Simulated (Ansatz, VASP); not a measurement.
One calculation of SrO, two programs

```
CELL_PARAMETERS angstrom
3.60005 0.00000 0.00000
-1.80002 3.11773 0.00000
0.00000 0.00000 6.29912
ATOMIC_POSITIONS crystal
Sr 0.66667 0.33333 0.75000
Sr 0.33333 0.66667 0.25000
O 0.00000 0.00000 0.50000
O 0.00000 0.00000 0.00000
```

Alike in both runs: task single point; functional r2SCAN; k mesh 9 × 9 × 5; occupations fermi-dirac, width 0.05 eV; no spin polarisation.

```csv
,VASP,Ansatz
version,VASP 6.6.1,Ansatz 0.2.0
potentials or method,"VASP PAW PBE potentials, release 64 (Sr_sv, O)",Ansatz PAW
plane-wave cutoff (eV),520,500
valence electrons in the cell,32,32
```

```tsv
	VASP	Ansatz	Ansatz less VASP
gap on the k mesh at the Fermi level (eV)	3.44	3.43	-0.010
least direct gap on the mesh (eV)	3.44	3.43	-0.010
pressure (GPa)	-3.2	-3.6	-0.45
traceless stress, the component that is largest in VASP (GPa)	-0.39	-0.38	+0.005
```

VASP's potentials were made for PBE, not for r2SCAN.

Noted on Ansatz's run: odd divisions of the mesh miss points on the zone boundary, where band edges often lie, so the gap on the mesh can be too wide.
